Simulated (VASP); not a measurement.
# KF (R-3m) in VASP: a series of runs, part 2 of 2

VASP 6.6.1.

## (4) Single point, PBE (19.28 Å³/atom)

This run uses another cell than the first one, of 19.28 Å³/atom.

Contents of INCAR:

```
PREC = Accurate
ENCUT = 520
EDIFF = 1E-6
ISMEAR = 0
SIGMA = 0.05
LREAL = F
LASPH = T
NELM = 80
ALGO = Normal
ISIF = 2
LWAVE = F
LCHARG = F
GGA = PE
NBANDS = 15
```

Contents of KPOINTS:

```
regular mesh
0
Gamma
  8 8 8
```

Contents of POSCAR:

```
KF
1.0
    0.1453222323      2.7559012549      2.7559012549
    2.7559012549      0.1453222323      2.7559012549
    2.7559012549      2.7559012549      0.1453222323
K F
1 1
Direct
    0.0000000000      0.0000000000      0.0000000000
    0.5000000000      0.5000000000      0.5000000000
```

Started as:

```sh
cat potpaw_PBE.64/K_sv/POTCAR potpaw_PBE.64/F/POTCAR > POTCAR
mpirun -np 1 vasp_std > vasp.out
```

Wall time 67 s (1 thread of Intel Xeon 8259CL, shared host); peak memory 0.19 GiB.

The run converged. Its results:

* Free energy: -8.2785 eV
* Pressure: 0.9 GPa
* Band gap on the k mesh: 6.05 eV

Stress tensor (GPa, compression positive):
```
 0.93 -0.83 -0.83
-0.83  0.93 -0.83
-0.83 -0.83  0.93
```

Levels at points of the mesh, in eV from the valence-band top:
```tsv
k point	band 6	band 7	band 8	band 9	band 10	band 11
(0.00, 0.00, 0.00)	-0.09	0.00	0.00	6.05	10.11	10.81
(0.50, 0.00, 0.00)	-0.82	-0.46	-0.33	9.01	10.56	11.66
(0.50, 0.50, 0.00)	-0.27	-0.13	-0.06	8.13	10.15	11.69
(0.50, 0.50, 0.50)	-0.82	-0.27	-0.27	8.73	10.26	11.84
```

## (5) Single point, PBE (19.28 Å³/atom)

This run uses another cell than the first one, of 19.28 Å³/atom.

Contents of INCAR:

```
  PREC = Accurate
  ENCUT = 520
  EDIFF = 1E-7
  ISMEAR = 0
  SIGMA = 0.05
  LREAL = F
  LASPH = T
  NELM = 80
  ALGO = Normal
  ISIF = 2
  LWAVE = F
  LCHARG = F
  GGA = PE
  NBANDS = 15
```

Contents of KPOINTS:

```
Automatic mesh
0
Gamma
  8 8 8
```

Contents of POSCAR:

```
KF
1.0
   -0.1413661341      2.6125195947      2.6125195947
    2.6125195947     -0.1413661341      2.6125195947
    2.6125195947      2.6125195947     -0.1413661341
K F
1 1
Direct
    0.0000000000      0.0000000000      0.0000000000
    0.5000000000      0.5000000000      0.5000000000
```

Potentials or basis: VASP PAW PBE potentials, release 64 (K_sv, F).

Started as:

```sh
cat potpaw_PBE.64/K_sv/POTCAR potpaw_PBE.64/F/POTCAR > POTCAR
mpirun -np 1 vasp_std > vasp.out
```

OUTCAR:

```text
PREC = Accurate
   ENCUT = 520
   EDIFF = 1E-7
   ISMEAR = 0
   LREAL = F
   LASPH = T
   NELM = 80
   ISIF = 2
   GGA = PE

 ion  position               nearest neighbor table
   1  0.000  0.000  0.000-   2 2.69   2 2.69   2 2.69   2 2.69   2 2.69   2 2.69
   2  0.500  0.500  0.500-   1 2.69   1 2.69   1 2.69   1 2.69   1 2.69   1 2.69

  LATTYP: Found a trigonal (rhomboedric) cell.
 ALAT       =     3.6973641489
 COS(alpha) =     0.4452371389

  Lattice vectors:

[... 609 lines left out ...]
      9       5.4322      0.00000
     10       6.9760      0.00000
     11       8.4858      0.00000
     12       9.1791      0.00000
     13      10.1438      0.00000
     14      10.5759      0.00000
     15      15.1020      0.00000

 [... further k-points ...]
[... 5 lines left out ...]
  --------------------------------------------------------------------------------------
  -------------------------------------------------------------------------------------
  Total        0.2263753      0.2263753      0.2263753      0.1410518      0.1410518      0.1410518
  in kB        9.4074113      9.4074113      9.4074113      5.8616494      5.8616494      5.8616494
  external PRESSURE =       9.4074113 kB  Pullay stress =       0.0000000 kB

 VOLUME and BASIS-vectors are now :
 -----------------------------------------------------------------------------
  energy-cutoff  :      520.00
  volume of cell :       38.55
      direct lattice vectors                 reciprocal lattice vectors
    -0.141366134  2.612519595  2.612519595    -0.176512794  0.186610480  0.186610480
     2.612519595 -0.141366134  2.612519595     0.186610480 -0.176512794  0.186610480
     2.612519595  2.612519595 -0.141366134     0.186610480  0.186610480 -0.176512794

 POSITION                                       TOTAL-FORCE (eV/Angst)
 -----------------------------------------------------------------------------------
      0.00000      0.00000      0.00000         0.000000     -0.000000      0.000000
      2.54184      2.54184      2.54184        -0.000000      0.000000     -0.000000
 -----------------------------------------------------------------------------------
    total drift:                                0.000000      0.000000      0.000000

  FREE ENERGIE OF THE ION-ELECTRON SYSTEM (eV)
  ---------------------------------------------------
  free  energy   TOTEN  =        -8.2816776033 eV

  energy  without entropy=       -8.2816776033  energy(sigma->0) =       -8.28167760
```

stdout:

```text
POSCAR found type information on POSCAR K F
 POSCAR found :  2 types and       2 ions
 scaLAPACK will be used
 LDA part: xc-table for (Slater+PW92), standard interpolation
 POSCAR, INCAR and KPOINTS ok, starting setup
 FFT: planning ... GRIDC
 FFT: planning ... GRID_SOFT
 FFT: planning ... GRID
 WAVECAR not read
 entering main loop
```

Run time: 52 s. Hardware: 1 thread of Intel Xeon 8259CL, shared host; peak memory 0.18 GiB.

What came out:

- Free energy: -8.2817 eV
- Pressure: 0.9 GPa
- Band gap on the k mesh: 6.04 eV

Stress tensor (GPa, compression positive):
```
0.94 0.59 0.59
0.59 0.94 0.59
0.59 0.59 0.94
```

A k mesh can miss the band edges. Expect the measured gap to be larger: semilocal functionals such as PBE lack the derivative discontinuity.

## (6) Overview

| cell | gap on the mesh (eV) | pressure (GPa) |
| --- | --- | --- |
| a = 3.695 Å, angles 62.8°, 2 atoms | 6.14 | 1.6 |
| a = 3.856 Å, angles 57.2°, 2 atoms | 6.15 | 1.6 |
| a = 3.900 Å, angles 56.5°, 2 atoms | 6.05 | 0.9 |
| a = 3.697 Å, angles 63.6°, 2 atoms | 6.04 | 0.9 |

Alike in all rows: task single point; level PBE; potentials or basis VASP PAW PBE potentials, release 64 (K_sv, F); no spin polarisation; k mesh 8 × 8 × 8; cutoff (eV) 520; smearing gaussian 0.05 eV.

Absolute energies hang on the potentials; compare differences alone.
